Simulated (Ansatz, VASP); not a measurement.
**Ta: VASP beside Ansatz**

Contents of INCAR:

```
  ALGO = Fast
  EDIFF = 1E-6
  ENCUT = 520
  GGA = PS
  ISIF = 2
  ISMEAR = 0
  LASPH = T
  LCHARG = T
  LELF = T
  LREAL = F
  LVHAR = T
  LWAVE = F
  NBANDS = 12
  NELM = 80
  PREC = Accurate
  SIGMA = 0.15
```

File KPOINTS:

```
k-points
0
Gamma
  20 20 20
```

The input POSCAR:

```
Ta
1.0
   -1.6512800000      1.6512800000      1.8370490000
    1.6512800000     -1.6512800000      1.8370490000
    1.6512800000      1.6512800000     -1.8370490000
Ta
1
Direct
    0.0000000000      0.0000000000      0.0000000000
```

Input for Ansatz:

```yaml
crystal:
  lattice:
    - [-1.65128, 1.65128, 1.837049]
    - [1.65128, -1.65128, 1.837049]
    - [1.65128, 1.65128, -1.837049]
  atoms:
    - { symbol: Ta, position: [0.0, 0.0, 0.0] }
basis:
  ecutwfc: 420
kpoints:
  mp_grid: { grid: [20, 20, 20] }
hamiltonian:
  xc: pbesol
scf:
  occupations: { method: gaussian, width: 0.15 }
output:
  forces: true
  stress: true
  eigenvalues: true
```

Change from the starting cell: strain +0.1125 x Voigt [0, 0, 1, 0, 0, 0], atoms carried along.

Alike in both runs: task single point; functional PBEsol; k mesh 20 × 20 × 20; occupations gaussian, width 0.15 eV; no spin polarisation.

```csv
,VASP,Ansatz
version,VASP 6.6.1,Ansatz 0.2.0
potentials or method,"VASP PAW PBE potentials, release 64 (Ta_pv), cutoff 520 eV","scalar-relativistic, plane waves, PAW"
valence electrons in the cell,11,13
```

```csv
,VASP,Ansatz,Ansatz less VASP
gap on the k mesh at the Fermi level (eV),none,none,-
pressure (GPa),-19.8,-19.8,0.00
"traceless stress, the component that is largest in VASP (GPa)",-4.83,-4.83,-0.001
```

VASP's potentials were made for PBE, not for PBEsol. A gap of «none» marks a metal or a gap that the smearing closes. VASP's potentials hold 11 valence electrons a cell and Ansatz's 13, so a difference there can come from the potentials and not from the codes.

Spin-orbit coupling is off throughout.
